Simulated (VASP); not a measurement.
Here is a VASP 6.6.1 calculation.

The input INCAR:

```
  ALGO = Normal
  EDIFF = 1E-6
  ENCUT = 500
  GGA = PS
  GGA_COMPAT = F
  ISIF = 2
  ISMEAR = 0
  LASPH = T
  LCHARG = F
  LREAL = F
  LWAVE = F
  NBANDS = 17
  NELM = 120
  PREC = Accurate
  SIGMA = 0.03
```

The input KPOINTS:

```
k-points
0
Gamma
  10 10 10
```

Contents of POSCAR:

```
SnTe
1.0
    0.0000000000      3.2354125000      2.9986750000
    3.2354125000      0.0000000000      2.9986750000
    3.2354125000      3.2354125000      0.0000000000
Sn Te
1 1
Direct
    0.0000000000      0.0000000000      0.0000000000
    0.5000000000      0.5000000000      0.5000000000
```

Potentials or basis: VASP PAW PBE potentials, release 64 (Sn_d, Te).

Run with:

```sh
$ cat potpaw_PBE.64/Sn_d/POTCAR potpaw_PBE.64/Te/POTCAR > POTCAR
$ mpirun -np 1 vasp_std > vasp.out
```

What does it give for the band gap on the k mesh?

0.25 eV (least direct gap 0.34 eV).

What does it give for the pressure?

0.4 GPa.

Stress tensor (GPa, compression positive):
```
-3.37  0.00  0.00
 0.00 -3.37  0.00
 0.00  0.00  7.83
```

Caveat: the cell differs from its parent crystal (strain +0.025 along x and y, -0.050 along z); the stress differs along the axes, from -3 to 8 GPa; semilocal functionals underestimate gaps, and a narrow one can read as zero; the PAW data sets were made with another functional, which shifts forces and pressure a little; spin-orbit coupling is left out, which moves the levels of the heavy elements. A k mesh can miss the band edges.
